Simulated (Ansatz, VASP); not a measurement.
One calculation of P, two programs

File INCAR:

```
ALGO = Normal
EDIFF = 1E-8
ENCUT = 520
GGA = PE
ISIF = 2
ISMEAR = -1
LASPH = T
LCHARG = F
LEFG = T
LREAL = F
LWAVE = F
NBANDS = 12
NELM = 60
PREC = Accurate
SIGMA = 0.08
```

File KPOINTS:

```
k-points
0
Gamma
  11 11 11
```

File POSCAR:

```
P
1.0
    0.0000000000      2.6846906493      2.6846906493
    2.6846906493      0.0000000000      2.6846906493
    2.6846906493      2.6846906493      0.0000000000
P
2
Direct
    0.0000000000      0.0000000000      0.0000000000
    0.2500000000      0.2500000000      0.2500000000
```

Input for Ansatz:

```yaml
crystal:
  lattice:
    - [0.0, 2.6846906493, 2.6846906493]
    - [2.6846906493, 0.0, 2.6846906493]
    - [2.6846906493, 2.6846906493, 0.0]
  atoms:
    - { symbol: P, position: [0.0, 0.0, 0.0] }
    - { symbol: P, position: [0.25, 0.25, 0.25] }
kpoints:
  mp_grid: { grid: [11, 11, 11] }
scf:
  occupations: { method: fermi_dirac, width: 0.08 }
hamiltonian:
  xc: pbe
  pseudopotentials: { kind: paw }
output:
  forces: true
  stress: true
  eigenvalues: true
  efg: { contact_densities: true }
```

Change from the starting cell: volume scaled by 0.9405, PAW files.

Alike in both runs: task electric field gradients; functional PBE; k mesh 11 × 11 × 11; occupations fermi-dirac, width 0.08 eV; no spin polarisation.

|  | VASP | Ansatz |
| --- | --- | --- |
| version | VASP 6.6.1 | Ansatz 0.2.0 |
| potentials or method | VASP PAW PBE potentials, release 64 (P) | PAW with Ansatz's default frozen-core files, scalar-relativistic |
| plane-wave cutoff (eV) | 520 | 420 |
| valence electrons in the cell | 10 | 10 |

VASP gave:

- pressure (GPa): 2.8

Q: Estimate Ansatz's values.

A: Pressure (GPa): 3.0.
